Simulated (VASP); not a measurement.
A run of VASP 6.6.1 is set up as follows.

The input INCAR:

```
PREC = Accurate ; ENCUT = 520
EDIFF = 1E-6 ; ISMEAR = 0
SIGMA = 0.05 ; LREAL = False
LASPH = True ; NELM = 100
ALGO = Normal ; ISIF = 2
LWAVE = False ; LCHARG = True
GGA = PS ; LELF = True
LVHAR = True ; NBANDS = 15
```

The input KPOINTS:

```
regular mesh
0
Gamma
  6 6 6
```

The input POSCAR:

```
KI
1.0
    0.0000000000      3.5245500000      3.5950410000
    3.5245500000      0.0000000000      3.5950410000
    3.5245500000      3.5245500000      0.0000000000
K I
1 1
Direct
    0.0000000000      0.0000000000      0.0000000000
    0.5000000000      0.5000000000      0.5000000000
```

Potentials or basis: VASP PAW PBE potentials, release 64 (K_sv, I).

Command:

```console
$ cat potpaw_PBE.64/K_sv/POTCAR potpaw_PBE.64/I/POTCAR > POTCAR
$ mpirun -np 1 vasp_std > vasp.out
```

(1) What does it give for the band gap on the k mesh?

(2) What does it give for the pressure?

Answers

(1) 3.79 eV, direct.

(2) -0.4 GPa.

Caveat: the cell differs from its parent crystal (strain +0.0200 x Voigt [0, 0, 1, 0, 0, 0]); the PAW data sets were made with another functional, which shifts forces and pressure a little; spin-orbit coupling is left out, which moves the levels of the heavy elements.
